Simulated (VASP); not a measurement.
Set up this calculation in VASP 6.6.1, as the native input.

```
Task                   : single point
Functional             : PBE
Potentials or basis    : VASP PAW PBE potentials, release 64 (Al, H)
Cutoff                 : 520 eV
k mesh                 : 6 × 6 × 1
Occupations            : gaussian, width 0.1 eV
Spin                   : no spin polarisation
Dipole correction      : yes
Further INCAR settings : ALGO = Normal; EDIFF = 1e-06; NBANDS = 32
```

The structure of Al6H lies in POSCAR:

```
Al6H
1.0
    5.7143028096      0.0000000000      0.0000000000
   -2.8571514048      4.9487313980      0.0000000000
    0.0000000000      0.0000000000     22.6016424997
Al H
12 2
Direct
    0.3333333333      0.1666666667      0.1769782882
    0.3333333333      0.6666666667      0.1769782882
    0.8333333333      0.1666666667      0.1769782882
    0.8333333333      0.6666666667      0.1769782882
    0.1666666667      0.3333333333      0.2787817902
    0.1666666667      0.8333333333      0.2787817902
    0.6666666667      0.3333333333      0.2787817902
    0.6666666667      0.8333333333      0.2787817902
    0.0000000000      0.0000000000      0.3805759913
    0.0000000000      0.5000000000      0.3805759913
    0.5000000000      0.0000000000      0.3805759913
    0.5000000000      0.5000000000      0.3805759913
    0.2764585035      0.1666666667      0.5133097075
    0.3902081632      0.1666666667      0.5133097075
```

One way to write it, as run:

INCAR

```
ALGO = Normal
DIPOL = 0.5 0.5 0.312
EDIFF = 1E-6
ENCUT = 520
GGA = PE
IDIPOL = 3
ISIF = 2
ISMEAR = 0
LASPH = True
LCHARG = False
LDIPOL = True
LREAL = False
LWAVE = False
NBANDS = 32
NELM = 80
PREC = Accurate
SIGMA = 0.1
```

KPOINTS

```
k-points
0
Gamma
  6 6 1
```

Potentials or basis: VASP PAW PBE potentials, release 64 (Al, H).

Run with:

```sh
$ cat potpaw_PBE.64/Al/POTCAR potpaw_PBE.64/H/POTCAR > POTCAR
$ mpirun -np 1 vasp_std > vasp.out
```

It gave:

The largest force is 4.908 eV/Å. The band gap on the k mesh is zero (bands 19 and 20 overlap by 1.02 eV).

Run time: 5.6 min on 1 thread of Intel(R) Xeon(R) 6975P-C (Granite Rapids) (shared host), peak memory 0.69 GiB.
